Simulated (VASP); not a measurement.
Set up this calculation in VASP 6.6.1, as the native input.

| Item | Value |
| --- | --- |
| Task | single point |
| Functional | LDA |
| Potentials or basis | VASP PAW LDA potentials, release 64 (Re) |
| Cutoff | 520 eV |
| k mesh | 17 × 17 × 9 |
| Occupations | fermi-dirac, width 0.05 eV |
| Spin | no spin polarisation |
| Dipole correction | no |
| Further INCAR settings | ALGO = Normal; EDIFF = 1e-06; NBANDS = 14 |

The structure of Re lies in POSCAR:

```
Re
1.0
    2.7383010993      0.0000000000      0.0000000000
   -1.3691505496      2.3714383152      0.0000000000
    0.0000000000      0.0000000000      4.4145832978
Re
2
Direct
    0.3333333333      0.6666666667      0.2500000000
    0.6666666667      0.3333333333      0.7500000000
```

One way to write it, as run:

INCAR

```
PREC = Accurate
ENCUT = 520
EDIFF = 1E-6
ISMEAR = -1
SIGMA = 0.05
LREAL = F
LASPH = T
NELM = 100
ALGO = Normal
ISIF = 2
LWAVE = F
LCHARG = F
GGA = CA
NBANDS = 14
```

KPOINTS

```
regular mesh
0
Gamma
  17 17 9
```

Potentials or basis: VASP PAW LDA potentials, release 64 (Re).

Launch:

```sh
$ cat potpaw_LDA.64/Re/POTCAR > POTCAR
$ mpirun -np 1 vasp_std > vasp.out
```

It gave:

```yaml
Pressure: 1.5 GPa
Band_gap_on_the_k_mesh: zero (band 7 reaches 9.88 eV, above the bottom of band 8 at 6.47 eV)
```

Caveat: spin-orbit coupling is left out, which moves the levels of the heavy elements.

Wall time 21 s on 1 thread of Intel(R) Xeon(R) 6975P-C (Granite Rapids), on a shared host, peak memory 0.17 GiB.
